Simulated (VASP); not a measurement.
# BaTiO3 (P4mm) in VASP: single point with LDA

Aim: the single point of BaTiO3 with LDA.

All numbers are computed with VASP 6.6.1; they aren't measurements. Logs are shortened: lines on timing, memory, paths and dates and some standing lists are left out, and cuts for length are marked.

## 1. The cell of the first run

It takes space group P4mm (No. 99, tetragonal). Conventional cell: a = 3.926 Å, b = 3.926 Å, c = 3.975 Å, α = 90.00°, β = 90.00°, γ = 90.00°. Ba (site symmetry 4mm) has 12 O at 2.75 to 2.83 Å and 8 Ti at 3.39 to 3.44 Å within 3.6 Å. Within 2.5 Å of Ti (site symmetry 4mm) lie 6 O at 1.85 to 2.12 Å. O (site symmetry 4mm) has 2 Ti at 1.85 to 2.12 Å within 2.5 Å. Within 2.6 Å of O (site symmetry 2mm) lie 2 Ti at 1.97 Å.

## 2. Single point, LDA

File INCAR:

```
PREC = Accurate ; ENCUT = 600
EDIFF = 1E-6 ; ISMEAR = 0
SIGMA = 0.02 ; LREAL = F
LASPH = T ; NELM = 120
ALGO = Normal ; ISIF = 2
LWAVE = F ; LCHARG = F
GGA = CA ; NBANDS = 28
GGA_COMPAT = F
```

File KPOINTS:

```
regular mesh
0
Gamma
  8 8 8
```

File POSCAR:

```
BaTiO3
1.0
    3.9261774151      0.0000000000      0.0000000000
    0.0000000000      3.9261774151      0.0000000000
    0.0000000000      0.0000000000      3.9750741648
Ba Ti O
1 1 3
Direct
    0.0000000000      0.0000000000      0.0010366100
    0.5000000000      0.5000000000      0.4886102400
    0.5000000000      0.5000000000      0.0223675320
    0.5000000000      0.0000000000      0.5154928090
    0.0000000000      0.5000000000      0.5154928090
```

Potentials or basis: VASP PAW LDA potentials, release 64 (Ba_sv, Ti_sv, O).

Run with:

```console
> cat potpaw_LDA.64/Ba_sv/POTCAR potpaw_LDA.64/Ti_sv/POTCAR potpaw_LDA.64/O/POTCAR > POTCAR
> mpirun -np 1 vasp_std > vasp.out
```

OUTCAR:

```text
PREC = Accurate
   ENCUT = 600
   EDIFF = 1E-6
   ISMEAR = 0
   LREAL = F
   LASPH = T
   NELM = 120
   ISIF = 2
   GGA = CA

 ion  position               nearest neighbor table
   1  0.000  0.000  0.001-   4 2.75   5 2.75   5 2.75   4 2.75   3 2.78   3 2.78   3 2.78   3 2.78
                             4 2.83   5 2.83   5 2.83   4 2.83   2 3.39   2 3.39   2 3.39   2 3.39
   2  0.500  0.500  0.489-   3 1.85   4 1.97   5 1.97   4 1.97   5 1.97   3 2.12   1 3.39   1 3.39
                             1 3.39   1 3.39   1 3.44   1 3.44   1 3.44   1 3.44
   3  0.500  0.500  0.022-   2 1.85   2 2.12   1 2.78   1 2.78   1 2.78   1 2.78
   4  0.500  0.000  0.515-   2 1.97   2 1.97   1 2.75   1 2.75   1 2.83   1 2.83
   5  0.000  0.500  0.515-   2 1.97   2 1.97   1 2.75   1 2.75   1 2.83   1 2.83

  LATTYP: Found a simple tetragonal cell.
 ALAT       =     3.9261774151
 C/A-ratio  =     1.0124540347

  Lattice vectors:

 A1 = (   3.9261774151,   0.0000000000,   0.0000000000)
 A2 = (   0.0000000000,   3.9261774151,   0.0000000000)
 A3 = (   0.0000000000,   0.0000000000,   3.9750741648)

Analysis of symmetry for initial positions (statically):
=====================================================================
 Subroutine PRICEL returns:
 Original cell was already a primitive cell.

 Routine SETGRP: Setting up the symmetry group for a
 simple tetragonal supercell.

 Subroutine GETGRP returns: Found  8 space group operations
 (whereof  8 operations were pure point group operations)
 out of a pool of 16 trial point group operations.

The static configuration has the point symmetry C_4v.

Analysis of symmetry for dynamics (positions and initial velocities):
=====================================================================
 Subroutine PRICEL returns:
 Original cell was already a primitive cell.

 Routine SETGRP: Setting up the symmetry group for a
 simple tetragonal supercell.

 Subroutine GETGRP returns: Found  8 space group operations
 (whereof  8 operations were pure point group operations)
 out of a pool of 16 trial point group operations.

The dynamic configuration has the point symmetry C_4v.

 Subroutine INISYM returns: Found  8 space group operations
 (whereof  8 operations are pure point group operations),
 and found     1 'primitive' translations

----------------------------------------------------------------------------------------

                                     Primitive cell

  volume of cell :      61.2752

  direct lattice vectors                    reciprocal lattice vectors
     3.926177415  0.000000000  0.000000000     0.254700665  0.000000000  0.000000000
     0.000000000  3.926177415  0.000000000     0.000000000  0.254700665  0.000000000
     0.000000000  0.000000000  3.975074165     0.000000000  0.000000000  0.251567633

  length of vectors
     3.926177415  3.926177415  3.975074165     0.254700665  0.254700665  0.251567633

  position of ions in fractional coordinates (direct lattice)
     0.000000000  0.000000000  0.001036610
     0.500000000  0.500000000  0.488610240
     0.500000000  0.500000000  0.022367532
     0.500000000  0.000000000  0.515492809
     0.000000000  0.500000000  0.515492809

  ion indices of the primitive-cell ions
   primitive index   ion index
                 1           1
                 2           2
                 3           3
                 4           4
                 5           5

----------------------------------------------------------------------------------------

 KPOINTS: regular mesh

Automatic generation of k-mesh.
 Grid dimensions read from file:
 generate k-points for:    8    8    8

 Generating k-lattice:

  Cartesian coordinates                     Fractional coordinates (reciprocal lattice)
     0.031837583  0.000000000  0.000000000     0.125000000  0.000000000  0.000000000
     0.000000000  0.031837583  0.000000000     0.000000000  0.125000000  0.000000000
     0.000000000  0.000000000  0.031445954     0.000000000  0.000000000  0.125000000

  Length of vectors
     0.031837583  0.031837583  0.031445954

  Shift w.r.t. Gamma in fractional coordinates (k-lattice)
     0.000000000  0.000000000  0.000000000

 Subroutine IBZKPT returns following result:
 ===========================================

 Found     75 irreducible k-points:

 Following reciprocal coordinates:
            Coordinates               Weight
  0.000000  0.000000  0.000000      1.000000
  0.125000  0.000000  0.000000      4.000000
  0.250000  0.000000  0.000000      4.000000
  0.375000  0.000000  0.000000      4.000000
  0.500000  0.000000  0.000000      2.000000
  0.125000  0.125000  0.000000      4.000000
[... 16 lines left out ...]
  0.375000  0.125000  0.125000     16.000000
  0.500000  0.125000  0.125000      8.000000
 [... further k-points ...]
   k-points           NKPTS =     75   k-points in BZ     NKDIM =     75   number of bands    NBANDS=     28
   number of dos      NEDOS =    301   number of ions     NIONS =      5
   total plane-waves  NPLWV =  32768
   dimension x,y,z NGX =    32 NGY =   32 NGZ =   32
   dimension x,y,z NGXF=    64 NGYF=   64 NGZF=   64
   ions per type =               1   1   3
   NGX,Y,Z   is equivalent  to a cutoff of  13.55, 13.55, 13.38 a.u.
   NGXF,Y,Z  is equivalent  to a cutoff of  27.10, 27.10, 26.77 a.u.
 SYSTEM =  unknown system
   PREC   = accura    normal or accurate (medium, high low for compatibility)
   ISTART =      0    job   : 0-new  1-cont  2-samecut
   ICHARG =      2    charge: 1-file 2-atom 10-const
   ISPIN  =      1    spin polarized calculation?
   LNONCOLLINEAR =      F non collinear calculations
   LSORBIT =      F    spin-orbit coupling
   LASPH  =      T    aspherical Exc in radial PAW
   ENCUT  =  600.0 eV  44.10 Ry    6.64 a.u.   7.84  7.84  7.94*2*pi/ulx,y,z
   NELM   =    120;   NELMIN=  2; NELMDL= -5     # of ELM steps
   EDIFF  = 0.1E-05   stopping-criterion for ELM
   LREAL  =      F    real-space projection
   EDIFFG = 0.1E-04   stopping-criterion for IOM
   NSW    =      0    number of steps for IOM
   IBRION =     -1    ionic relax: 0-MD 1-quasi-New 2-CG
   NFREE  =      0    steps in history (QN), initial steepest desc. (CG)
   ISIF   =      2    stress and relaxation
   ISYM   =      2    0-nonsym 1-usesym 2-fastsym
   POTIM  = 0.5000    time-step for ionic-motion
   TEBEG  =    0.0;   TEEND  =   0.0 temperature during run
   PSTRESS=    0.0 pullay stress
   NELECT =      40.0000    total number of electrons
   NUPDOWN=      -1.0000    fix difference up-down
   EMIN   =  10.00;   EMAX   =-10.00  energy-range for DOS
   EFERMI =   0.00;   METHOD = LEGACY
   ISMEAR =     0;   SIGMA  =   0.02  broadening in eV -4-tet -1-fermi 0-gaus
   EFERMI_NEDOS =   21; number of points for ismear=-14 and -15
   IALGO  =     38    algorithm
   IMIX   =      4    mixing-type and parameters
     AMIX     =   0.40;   BMIX     =  1.00
     AMIX_MAG =   1.60;   BMIX_MAG =  1.00
  volume/ion in A,a.u.               =      12.26        82.70
  Fermi-wavevector in a.u.,A,eV,Ry     =   1.420146  2.683688 27.440447  2.016816
  Thomas-Fermi vector in A             =   2.541092
   LORBIT       =      0    0 simple, 1 ext, 2 COOP (PROOUT), +10 PAW based schemes
   GGA     = CA    functional components
   LHFCALC =     F    Hartree Fock is set to
   AEXX    =    0.0000 exact exchange contribution
   IVDW    =     0    specifies the selected vdW correction
   LEPSILON=     F    determine dielectric tensor
   LRPA    =     F    only Hartree local field effects (RPA)
 non-spin polarized calculation
 Gauss-broadening in eV      SIGMA  =   0.02
  energy-cutoff  :      600.00
  volume of cell :       61.28
 maximum number of plane-waves:      2060
 NGX is ok and might be reduce to    32
   NGX = 15   NGY = 15   NGZ = 15

 number of electron      39.9999983 magnetization

 Free energy of the ion-electron system (eV)
  ---------------------------------------------------
  ext. energy  EPLUGINS =         0.00000000
  ---------------------------------------------------
  free energy    TOTEN  =       -44.16315870 eV

  energy without entropy =      -44.16315870  energy(sigma->0) =      -44.16315870

 E-fermi :   4.1705     XC(G=0): -11.9654

 val. band max:        3.9441026614   @ k =   0.5000   0.5000   0.5000
 cond. band min:       5.7179497886   @ k =   0.0000   0.0000   0.0000
 fundamental gap:      1.7738471272
 Fermi energy:         4.1705104595

 k-point     1 :       0.0000    0.0000    0.0000
  band No.  band energies     occupation
      1     -51.7079      2.00000
      2     -28.3966      2.00000
      3     -28.3523      2.00000
      4     -28.3523      2.00000
      5     -20.6960      2.00000
      6     -12.7923      2.00000
[... 20 lines left out ...]
     27       8.9103      0.00000
     28      11.5735      0.00000

 k-point     2 :       0.1250    0.0000    0.0000
  band No.  band energies     occupation
      1     -51.7076      2.00000
      2     -28.3962      2.00000
      3     -28.3629      2.00000
      4     -28.3519      2.00000
      5     -20.6728      2.00000
      6     -12.8125      2.00000
[... 20 lines left out ...]
     27       9.2334      0.00000
     28      11.9606      0.00000

 k-point     3 :       0.2500    0.0000    0.0000
  band No.  band energies     occupation
      1     -51.7071      2.00000
      2     -28.3952      2.00000
      3     -28.3883      2.00000
      4     -28.3508      2.00000
      5     -20.6160      2.00000
      6     -12.9236      2.00000
[... 20 lines left out ...]
     27      10.0664      0.00000
     28      12.4253      0.00000

 k-point     4 :       0.3750    0.0000    0.0000
  band No.  band energies     occupation
      1     -51.7065      2.00000
      2     -28.4136      2.00000
      3     -28.3940      2.00000
      4     -28.3498      2.00000
      5     -20.5576      2.00000
      6     -13.0798      2.00000
[... 578 lines left out ...]
     27      10.5488      0.00000
     28      12.4528      0.00000

 k-point    23 :       0.3750    0.1250    0.1250
  band No.  band energies     occupation
      1     -51.7061      2.00000
      2     -28.4122      2.00000
      3     -28.4025      2.00000
      4     -28.3597      2.00000
      5     -20.5283      2.00000
      6     -12.9309      2.00000
[... 20 lines left out ...]
     27      11.5519      0.00000
     28      12.7392      0.00000

 k-point    24 :       0.5000    0.1250    0.1250
  band No.  band energies     occupation
      1     -51.7059      2.00000
      2     -28.4225      2.00000
      3     -28.4020      2.00000
      4     -28.3592      2.00000
      5     -20.5062      2.00000
      6     -12.9830      2.00000
[... 20 lines left out ...]
     27      11.9872      0.00000
     28      12.8846      0.00000

 [... further k-points ...]

------------------------ aborting loop because EDIFF is reached ----------------------------------------

  FORCE on cell =-STRESS in cart. coord.  units (eV):
  Direction    XX          YY          ZZ          XY          YZ          ZX
  --------------------------------------------------------------------------------------
  -------------------------------------------------------------------------------------
  Total        0.8828741      0.8828741      0.9130518      0.0000000      0.0000000      0.0000000
  in kB       23.0847020     23.0847020     23.8737646      0.0000000      0.0000000      0.0000000
  external PRESSURE =      23.3477229 kB  Pullay stress =       0.0000000 kB

 VOLUME and BASIS-vectors are now :
 -----------------------------------------------------------------------------
  energy-cutoff  :      600.00
  volume of cell :       61.28
      direct lattice vectors                 reciprocal lattice vectors
     3.926177415  0.000000000  0.000000000     0.254700665  0.000000000  0.000000000
     0.000000000  3.926177415  0.000000000     0.000000000  0.254700665  0.000000000
     0.000000000  0.000000000  3.975074165     0.000000000  0.000000000  0.251567633

 POSITION                                       TOTAL-FORCE (eV/Angst)
 -----------------------------------------------------------------------------------
      0.00000      0.00000      0.00412        -0.000000      0.000000      0.030509
      1.96309      1.96309      1.94226         0.000000     -0.000000      0.079326
      1.96309      1.96309      0.08891         0.000000      0.000000     -0.081555
      1.96309      0.00000      2.04912         0.000000     -0.000000     -0.014140
      0.00000      1.96309      2.04912         0.000000      0.000000     -0.014140
 -----------------------------------------------------------------------------------
    total drift:                                0.000000     -0.000000      0.000633

  FREE ENERGIE OF THE ION-ELECTRON SYSTEM (eV)
  ---------------------------------------------------
  free  energy   TOTEN  =       -44.1631586959 eV

  energy  without entropy=      -44.1631586959  energy(sigma->0) =      -44.16315870
```

Wall time 2.8 min (1 thread of Oxide Virtual Turin-like, shared host); peak memory 0.24 GiB.

Results:

| Quantity | Value |
| --- | --- |
| Free energy | -44.1632 eV |
| Pressure | 2.3 GPa |
| Largest force | 0.082 eV/Å |
| Band gap on the k mesh | 1.77 eV (least direct gap 2.07 eV) |

Forces in eV/Å, atoms in the order of the input:
```
Ba   0.000  0.000  0.031
Ti   0.000  0.000  0.079
O    0.000  0.000 -0.082
O    0.000  0.000 -0.014
O    0.000  0.000 -0.014
```

Caveat: spin-orbit coupling is left out, which moves the levels of the heavy elements. A k mesh can miss the band edges.
